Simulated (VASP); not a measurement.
# Te (P6/mmm) in VASP: notebook

Te is run at these levels: PBEsol; tasks: single point.

All numbers are computed with VASP 6.6.1; they aren't measurements. Logs are shortened: lines on timing, memory, paths and dates and some standing lists are left out, and cuts for length are marked.

**1. The cell of the first run**

It takes space group P6/mmm (No. 191, hexagonal). Conventional cell: a = 3.186 Å, b = 3.186 Å, c = 2.998 Å, α = 90.00°, β = 90.00°, γ = 120.00°. Te (site symmetry 6/mmm) has 8 Te at 3.00 to 3.19 Å within 3.9 Å.

**2. Single point, PBEsol**

INCAR

```
PREC     = Accurate       # precision mode
ENCUT    = 520            # plane-wave cutoff, eV
EDIFF    = 1E-6           # SCF threshold, eV
ISMEAR   = -1             # smearing method
SIGMA    = 0.1            # smearing width, eV
LREAL    = False          # projectors in reciprocal space
LASPH    = True           # aspherical terms in the spheres
NELM     = 60             # most SCF steps
ALGO     = Normal         # electronic algorithm
ISIF     = 2              # what is computed and relaxed
LWAVE    = False          # write WAVECAR
LCHARG   = False          # write CHGCAR
GGA      = PS             # functional
NBANDS   = 9              # bands
```

KPOINTS

```
regular mesh
0
Gamma
  14 14 13
```

POSCAR

```
Te
1.0
    3.1856732068      0.0000000000      0.0000000000
   -1.5928366034      2.7588739253      0.0000000000
    0.0000000000      0.0000000000      2.9982163254
Te
1
Direct
    0.0000000000      0.0000000000      0.0000000000
```

Potentials or basis: VASP PAW PBE potentials, release 64 (Te).

The run is started by

```bash
$ cat potpaw_PBE.64/Te/POTCAR > POTCAR
$ mpirun -np 1 vasp_std > vasp.out
```

OUTCAR:

```text
PREC = Accurate
   ENCUT = 520
   EDIFF = 1E-6
   ISMEAR = -1
   LREAL = False
   LASPH = True
   NELM = 60
   ISIF = 2
   GGA = PS

 ion  position               nearest neighbor table
   1  0.000  0.000  0.000-

  LATTYP: Found a hexagonal cell.
 ALAT       =     3.1856732068
 C/A-ratio  =     0.9411562740

  Lattice vectors:

 A1 = (   3.1856732068,   0.0000000000,   0.0000000000)
 A2 = (  -1.5928366034,   2.7588739253,   0.0000000000)
 A3 = (   0.0000000000,   0.0000000000,   2.9982163254)

Analysis of symmetry for initial positions (statically):
=====================================================================
 Subroutine PRICEL returns:
 Original cell was already a primitive cell.

 Routine SETGRP: Setting up the symmetry group for a
 hexagonal supercell.

 Subroutine GETGRP returns: Found 24 space group operations
 (whereof 24 operations were pure point group operations)
 out of a pool of 24 trial point group operations.

The static configuration has the point symmetry D_6h.

Analysis of symmetry for dynamics (positions and initial velocities):
=====================================================================
 Subroutine PRICEL returns:
 Original cell was already a primitive cell.

 Routine SETGRP: Setting up the symmetry group for a
 hexagonal supercell.

 Subroutine GETGRP returns: Found 24 space group operations
 (whereof 24 operations were pure point group operations)
 out of a pool of 24 trial point group operations.

The dynamic configuration has the point symmetry D_6h.

 Subroutine INISYM returns: Found 24 space group operations
 (whereof 24 operations are pure point group operations),
 and found     1 'primitive' translations

----------------------------------------------------------------------------------------

                                     Primitive cell

  volume of cell :      26.3509

  direct lattice vectors                    reciprocal lattice vectors
     3.185673207  0.000000000  0.000000000     0.313905393  0.181233363  0.000000000
    -1.592836603  2.758873925  0.000000000     0.000000000  0.362466726  0.000000000
     0.000000000  0.000000000  2.998216325     0.000000000  0.000000000  0.333531637

  length of vectors
     3.185673207  3.185673207  2.998216325     0.362466726  0.362466726  0.333531637

  position of ions in fractional coordinates (direct lattice)
     0.000000000  0.000000000  0.000000000

  ion indices of the primitive-cell ions
   primitive index   ion index
                 1           1

----------------------------------------------------------------------------------------

 KPOINTS: regular mesh

Automatic generation of k-mesh.
 Grid dimensions read from file:
 generate k-points for:   14   14   13

 Generating k-lattice:

  Cartesian coordinates                     Fractional coordinates (reciprocal lattice)
     0.022421814  0.012945240  0.000000000     0.071428571 -0.000000000  0.000000000
     0.000000000  0.025890480  0.000000000     0.000000000  0.071428571  0.000000000
     0.000000000  0.000000000  0.025656280     0.000000000  0.000000000  0.076923077

  Length of vectors
     0.025890480  0.025890480  0.025656280

  Shift w.r.t. Gamma in fractional coordinates (k-lattice)
     0.000000000  0.000000000  0.000000000

 Subroutine IBZKPT returns following result:
 ===========================================

 Found    168 irreducible k-points:

 Following reciprocal coordinates:
            Coordinates               Weight
  0.000000  0.000000  0.000000      1.000000
  0.071429 -0.000000  0.000000      6.000000
  0.142857 -0.000000  0.000000      6.000000
  0.214286 -0.000000  0.000000      6.000000
  0.285714  0.000000  0.000000      6.000000
  0.357143  0.000000  0.000000      6.000000
[... 16 lines left out ...]
  0.285714  0.285714  0.000000      6.000000
  0.357143  0.285714  0.000000      6.000000
 [... further k-points ...]
   k-points           NKPTS =    168   k-points in BZ     NKDIM =    168   number of bands    NBANDS=      9
   number of dos      NEDOS =    301   number of ions     NIONS =      1
   total plane-waves  NPLWV =  13824
   dimension x,y,z NGX =    24 NGY =   24 NGZ =   24
   dimension x,y,z NGXF=    48 NGYF=   48 NGZF=   48
   ions per type =               1
   NGX,Y,Z   is equivalent  to a cutoff of  12.52, 12.52, 13.31 a.u.
   NGXF,Y,Z  is equivalent  to a cutoff of  25.05, 25.05, 26.62 a.u.
 SYSTEM =  unknown system
   PREC   = accura    normal or accurate (medium, high low for compatibility)
   ISTART =      0    job   : 0-new  1-cont  2-samecut
   ICHARG =      2    charge: 1-file 2-atom 10-const
   ISPIN  =      1    spin polarized calculation?
   LNONCOLLINEAR =      F non collinear calculations
   LSORBIT =      F    spin-orbit coupling
   LASPH  =      T    aspherical Exc in radial PAW
   ENCUT  =  520.0 eV  38.22 Ry    6.18 a.u.   5.92  5.92  5.57*2*pi/ulx,y,z
   NELM   =     60;   NELMIN=  2; NELMDL= -5     # of ELM steps
   EDIFF  = 0.1E-05   stopping-criterion for ELM
   LREAL  =      F    real-space projection
   EDIFFG = 0.1E-04   stopping-criterion for IOM
   NSW    =      0    number of steps for IOM
   IBRION =     -1    ionic relax: 0-MD 1-quasi-New 2-CG
   NFREE  =      0    steps in history (QN), initial steepest desc. (CG)
   ISIF   =      2    stress and relaxation
   ISYM   =      2    0-nonsym 1-usesym 2-fastsym
   POTIM  = 0.5000    time-step for ionic-motion
   TEBEG  =    0.0;   TEEND  =   0.0 temperature during run
   PSTRESS=    0.0 pullay stress
   NELECT =       6.0000    total number of electrons
   NUPDOWN=      -1.0000    fix difference up-down
   EMIN   =  10.00;   EMAX   =-10.00  energy-range for DOS
   EFERMI =   0.00;   METHOD = LEGACY
   ISMEAR =    -1;   SIGMA  =   0.10  broadening in eV -4-tet -1-fermi 0-gaus
   EFERMI_NEDOS =   21; number of points for ismear=-14 and -15
   IALGO  =     38    algorithm
   IMIX   =      4    mixing-type and parameters
     AMIX     =   0.40;   BMIX     =  1.00
     AMIX_MAG =   1.60;   BMIX_MAG =  1.00
  volume/ion in A,a.u.               =      26.35       177.82
  Fermi-wavevector in a.u.,A,eV,Ry     =   0.999677  1.889116 13.597051  0.999355
  Thomas-Fermi vector in A             =   2.131984
   LORBIT       =      0    0 simple, 1 ext, 2 COOP (PROOUT), +10 PAW based schemes
   GGA     = PS    functional components
   LHFCALC =     F    Hartree Fock is set to
   AEXX    =    0.0000 exact exchange contribution
   IVDW    =     0    specifies the selected vdW correction
   LEPSILON=     F    determine dielectric tensor
   LRPA    =     F    only Hartree local field effects (RPA)
 non-spin polarized calculation
  energy-cutoff  :      520.00
  volume of cell :       26.35
 maximum number of plane-waves:       726
 NGX is ok and might be reduce to    24
   NGX = 11   NGY = 11   NGZ = 11

 number of electron       6.0000000 magnetization

 Free energy of the ion-electron system (eV)
  ---------------------------------------------------
  ext. energy  EPLUGINS =         0.00000000
  ---------------------------------------------------
  free energy    TOTEN  =        -3.28589466 eV

  energy without entropy =       -3.26458468  energy(sigma->0) =       -3.27523967

 E-fermi :   9.0909     XC(G=0): -10.4485

 val. band max:        9.0878391576   @ k =   0.1429   0.1429   0.0769
 cond. band min:       9.0952495675   @ k =   0.3571   0.2857   0.2308
 fundamental gap:      0.0074104099
 Fermi energy:         9.0909210418

 k-point     1 :       0.0000    0.0000    0.0000
  band No.  band energies     occupation
      1      -5.9324      2.00000
      2      10.7504      0.00000
      3      11.7785      0.00000
      4      11.7785      0.00000
      5      15.1893      0.00000
      6      17.8349      0.00000
      7      18.5447      0.00000
      8      18.5447      0.00000
      9      19.4313      0.00000

 k-point     2 :       0.0714   -0.0000    0.0000
  band No.  band energies     occupation
      1      -5.8391      2.00000
      2      10.8391      0.00000
      3      10.9247      0.00000
      4      11.5499      0.00000
      5      15.3730      0.00000
      6      17.4063      0.00000
      7      18.5160      0.00000
      8      18.9284      0.00000
      9      20.9628      0.00000

 k-point     3 :       0.1429   -0.0000    0.0000
  band No.  band energies     occupation
      1      -5.5617      2.00000
      2       9.1623      0.65760
      3      10.9994      0.00000
      4      11.0996      0.00000
      5      15.5884      0.00000
      6      16.3932      0.00000
      7      19.9436      0.00000
      8      19.9723      0.00000
      9      23.2596      0.00000

 k-point     4 :       0.2143   -0.0000    0.0000
  band No.  band energies     occupation
      1      -5.1091      2.00000
      2       7.2169      2.00000
      3      10.3523      0.00001
      4      11.5126      0.00000
      5      15.1588      0.00000
      6      16.3725      0.00000
      7      21.3616      0.00000
      8      21.6618      0.00000
      9      24.5346      0.00000

 k-point     5 :       0.2857    0.0000    0.0000
  band No.  band energies     occupation
      1      -4.5028      2.00000
      2       5.3495      2.00000
      3       9.7576      0.00254
      4      12.0385      0.00000
      5      14.5317      0.00000
      6      16.9157      0.00000
      7      22.9309      0.00000
      8      23.0191      0.00000
      9      23.0254      0.00000

 k-point     6 :       0.3571    0.0000    0.0000
  band No.  band energies     occupation
      1      -3.7961      2.00000
      2       3.7038      2.00000
      3       9.2943      0.23144
      4      12.6022      0.00000
      5      14.0697      0.00000
      6      17.6561      0.00000
      7      21.7269      0.00000
      8      22.2529      0.00000
      9      24.8326      0.00000
[... 169 lines left out ...]
 k-point    21 :       0.2857    0.2143    0.0000
  band No.  band energies     occupation
      1      -2.9892      2.00000
      2       3.4058      2.00000
      3       5.8526      2.00000
      4      13.2180      0.00000
      5      18.2122      0.00000
      6      18.9206      0.00000
      7      21.1542      0.00000
      8      21.5145      0.00000
      9      22.9021      0.00000

 k-point    22 :       0.3571    0.2143    0.0000
  band No.  band energies     occupation
      1      -2.5298      2.00000
      2       2.7566      2.00000
      3       5.4586      2.00000
      4      13.5166      0.00000
      5      18.3319      0.00000
      6      19.6412      0.00000
      7      20.9311      0.00000
      8      21.0579      0.00000
      9      23.1570      0.00000

 k-point    23 :       0.2857    0.2857    0.0000
  band No.  band energies     occupation
      1      -2.4971      2.00000
      2       3.2085      2.00000
      3       4.7079      2.00000
      4      13.5532      0.00000
      5      19.1706      0.00000
      6      20.4443      0.00000
      7      21.0714      0.00000
      8      21.3878      0.00000
      9      22.6805      0.00000

 k-point    24 :       0.3571    0.2857    0.0000
  band No.  band energies     occupation
      1      -2.2936      2.00000
      2       3.2018      2.00000
      3       4.2228      2.00000
      4      13.6831      0.00000
      5      19.5819      0.00000
      6      20.9816      0.00000
      7      21.1849      0.00000
      8      21.3998      0.00000
      9      22.2153      0.00000

 [... further k-points ...]
[... 5 lines left out ...]
  --------------------------------------------------------------------------------------
  -------------------------------------------------------------------------------------
  Total        1.4772771      1.4772771      1.4869798      0.0000000     -0.0000000     -0.0000000
  in kB       89.8207176     89.8207176     90.4106550      0.0000000     -0.0000000     -0.0000000
  external PRESSURE =      90.0173634 kB  Pullay stress =       0.0000000 kB

 VOLUME and BASIS-vectors are now :
 -----------------------------------------------------------------------------
  energy-cutoff  :      520.00
  volume of cell :       26.35
      direct lattice vectors                 reciprocal lattice vectors
     3.185673207  0.000000000  0.000000000     0.313905393  0.181233363  0.000000000
    -1.592836603  2.758873925  0.000000000     0.000000000  0.362466726  0.000000000
     0.000000000  0.000000000  2.998216325     0.000000000  0.000000000  0.333531637

 POSITION                                       TOTAL-FORCE (eV/Angst)
 -----------------------------------------------------------------------------------
      0.00000      0.00000      0.00000        -0.000000      0.000000      0.000000
 -----------------------------------------------------------------------------------
    total drift:                               -0.000000      0.000000      0.000000

  FREE ENERGIE OF THE ION-ELECTRON SYSTEM (eV)
  ---------------------------------------------------
  free  energy   TOTEN  =        -3.2858946614 eV

  energy  without entropy=       -3.2645846778  energy(sigma->0) =       -3.27523967
```

Wall time 12 s (1 thread of Intel Xeon Platinum 8488C (Sapphire Rapids), shared host); peak memory 0.16 GiB.

Results:

```yaml
Free_energy: -3.2859 eV
Pressure: 9.0 GPa
Band_gap_on_the_k_mesh: zero (band 3 reaches 13.65 eV, above the bottom of band 4 at 5.92 eV)
```

Caveat: the PAW data sets were made with another functional, which shifts forces and pressure a little; spin-orbit coupling is left out, which moves the levels of the heavy elements.

**3. Single point, PBEsol**

INCAR

```
SYSTEM = Te
PREC     = Accurate       ! precision mode
ENCUT    = 520            ! plane-wave cutoff, eV
EDIFF    = 1E-6           ! SCF threshold, eV
ISMEAR   = -1             ! smearing method
SIGMA    = 0.1            ! smearing width, eV
LREAL    = .FALSE.        ! projectors in reciprocal space
LASPH    = .TRUE.         ! aspherical terms in the spheres
NELM     = 60             ! most SCF steps
ALGO     = Normal         ! electronic algorithm
ISIF     = 2              ! what is computed and relaxed
LWAVE    = .FALSE.        ! write WAVECAR
LCHARG   = .TRUE.         ! write CHGCAR
GGA      = PS             ! functional
LELF     = .TRUE.         ! ELF
LVHAR    = .TRUE.       
NBANDS   = 9              ! bands
```

KPOINTS

```
regular mesh
0
G
  14 14 13
  0 0 0
```

POSCAR is that of step 2.

Potentials or basis: VASP PAW PBE potentials, release 64 (Te).

The run is started by

```bash
$ cat potpaw_PBE.64/Te/POTCAR > POTCAR
$ mpirun -np 1 vasp_std > vasp.out
```

Run time: 11 s. Hardware: 1 thread of Intel Xeon Platinum 8488C (Sapphire Rapids), shared host; peak memory 0.16 GiB.

The run converged. Its results:

- Free energy: -3.2859 eV
- Pressure: 9.0 GPa
- Band gap on the k mesh: zero (band 3 reaches 13.65 eV, above the bottom of band 4 at 5.92 eV)

Levels at points of the mesh, in eV from the Fermi level:
| k point | band 1 | band 2 | band 3 | band 4 | band 5 | band 6 | band 7 | band 8 |
| --- | --- | --- | --- | --- | --- | --- | --- | --- |
| (0.00, 0.00, 0.00) | -15.02 | 1.66 | 2.69 | 2.69 | 6.10 | 8.74 | 9.45 | 9.45 |
| (0.50, 0.00, 0.00) | -11.91 | -7.13 | -0.19 | 4.17 | 4.61 | 10.27 | 10.93 | 11.38 |

Caveat: the PAW data sets were made with another functional, which shifts forces and pressure a little; spin-orbit coupling is left out, which moves the levels of the heavy elements.
